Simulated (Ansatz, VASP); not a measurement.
C in VASP and in Ansatz

```
C
1.0
     1.22960   -2.12811    0.00000
     1.22960    2.12811    0.00000
     0.00000    0.00000    6.63027
C
4
Direct
  0.08330 0.91670 0.75004
  0.58330 0.41670 0.24996
  0.91670 0.08330 0.24996
  0.41670 0.58330 0.75004
```

Alike in both runs: functional PBEsol; dispersion D3(BJ); k mesh 12 × 12 × 4; occupations gaussian, width 0.15 eV; no spin polarisation.

Ansatz relaxed the structure, and its values are those at the end. VASP's run is a single point on that final structure, the one shown.

|  | VASP | Ansatz |
| --- | --- | --- |
| version | VASP 6.6.1 | Ansatz 0.2.0 |
| potentials or method | VASP PAW PBE potentials, release 64 (C), cutoff 520 eV | plane waves, PAW |
| valence electrons in the cell | 16 | 16 |

```tsv
	VASP	Ansatz	Ansatz less VASP
pressure (GPa)	0.7	0.0	-0.67
```

VASP's potentials were made for PBE, not for PBEsol. Ansatz's warnings: stress scf threshold loose.
